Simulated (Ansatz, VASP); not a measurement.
## One calculation of C, two programs

Contents of INCAR:

```
SYSTEM = C
ALGO = Normal
EDIFF = 1E-6
ENCUT = 520
GGA = PS
ISIF = 2
ISMEAR = 0
LASPH = .TRUE.
LCHARG = .TRUE.
LELF = .TRUE.
LREAL = .FALSE.
LVHAR = .TRUE.
LWAVE = .FALSE.
NBANDS = 11
NELM = 100
PREC = Accurate
SIGMA = 0.15
```

Contents of KPOINTS:

```
k-points
0
G
  14 14 8
  0 0 0
```

Contents of POSCAR:

```
C
1.0
    2.1273200000     -1.2282800000      0.0000000000
    2.1273200000      1.2282800000      0.0000000000
   -1.3790700000      0.0000000000      3.5028300000
C
2
Direct
    0.8333600000      0.8333600000      0.0000900000
    0.1666400000      0.1666400000      0.9999100000
```

Input for Ansatz:

```yaml
crystal:
  lattice:
    - [2.12732, -1.22828, 0.0]
    - [2.12732, 1.22828, 0.0]
    - [-1.37907, 0.0, 3.50283]
  atoms:
    - { symbol: C, position: [0.83336, 0.83336, 9.0e-05] }
    - { symbol: C, position: [0.16664, 0.16664, 0.99991] }
basis:
  ecutwfc: 500.0
kpoints:
  mp_grid:
    grid: [14, 14, 8]
hamiltonian:
  xc: pbesol
scf:
  occupations:
    method: gaussian
    width: 0.15
output:
  stress: true
```

Alike in both runs: task single point; functional PBEsol; k mesh 14 × 14 × 8; occupations gaussian, width 0.15 eV; no spin polarisation.

|  | VASP | Ansatz |
| --- | --- | --- |
| version | VASP 6.6.1 | Ansatz 0.2.0 |
| potentials or method | VASP PAW PBE potentials, release 64 (C), cutoff 520 eV | plane waves, PAW |
| valence electrons in the cell | 8 | 8 |

|  | VASP | Ansatz | Ansatz less VASP |
| --- | --- | --- | --- |
| pressure (GPa) | 1.5 | 0.9 | -0.63 |
| traceless stress, the component that is largest in VASP (GPa) | -1.18 | -0.45 | +0.724 |

VASP's potentials were made for PBE, not for PBEsol. The functional is the same, so the differences come from potentials, cutoffs and numerics.
